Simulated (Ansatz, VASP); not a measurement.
W in VASP and in Ansatz

INCAR

```
SYSTEM = W
PREC = Accurate
ENCUT = 520
EDIFF = 1E-6
ISMEAR = 0
SIGMA = 0.15
LREAL = .FALSE.
LASPH = .TRUE.
NELM = 60
ALGO = Normal
ISIF = 2
LWAVE = .FALSE.
LCHARG = .FALSE.
NBANDS = 13
```

Contents of KPOINTS:

```
Automatic mesh
0
G
  20 20 20
  0 0 0
```

POSCAR

```
W
1.0
    0.0000000000      1.9691000000      1.9691000000
    1.9691000000      0.0000000000      1.9691000000
    1.9691000000      1.9691000000      0.0000000000
W
1
Direct
    0.0000000000      0.0000000000      0.0000000000
```

Input for Ansatz:

```yaml
crystal:
  lattice:
    - [0.0, 1.9691, 1.9691]
    - [1.9691, 0.0, 1.9691]
    - [1.9691, 1.9691, 0.0]
  atoms:
    - { symbol: W, position: [0.0, 0.0, 0.0] }
basis:
  ecutwfc: 420
kpoints:
  mp_grid: { grid: [20, 20, 20] }
hamiltonian:
  xc: lda
scf:
  occupations: { method: gaussian, width: 0.15 }
output:
  forces: true
  stress: true
  eigenvalues: true
```

Change from the starting cell: strain -0.030 along x and y, -0.030 along z, atoms carried along.

Alike in both runs: task single point; functional LDA; k mesh 20 × 20 × 20; occupations gaussian, width 0.15 eV; no spin polarisation.

```csv
,VASP,Ansatz
version,VASP 6.6.1,Ansatz 0.2.0
potentials or method,"VASP PAW LDA potentials, release 64 (W_sv), cutoff 520 eV","scalar-relativistic, plane waves, PAW"
valence electrons in the cell,14,14
```

```tsv
	VASP	Ansatz	Ansatz less VASP
gap on the k mesh at the Fermi level (eV)	none	none	-
pressure (GPa)	10.4	8.3	-2.05
```

LDA's correlation is that of Perdew and Zunger in VASP and of Perdew and Wang (1992) in Ansatz. A gap of «none» marks a metal or a gap that the smearing closes.

Neither program's run includes spin-orbit coupling.
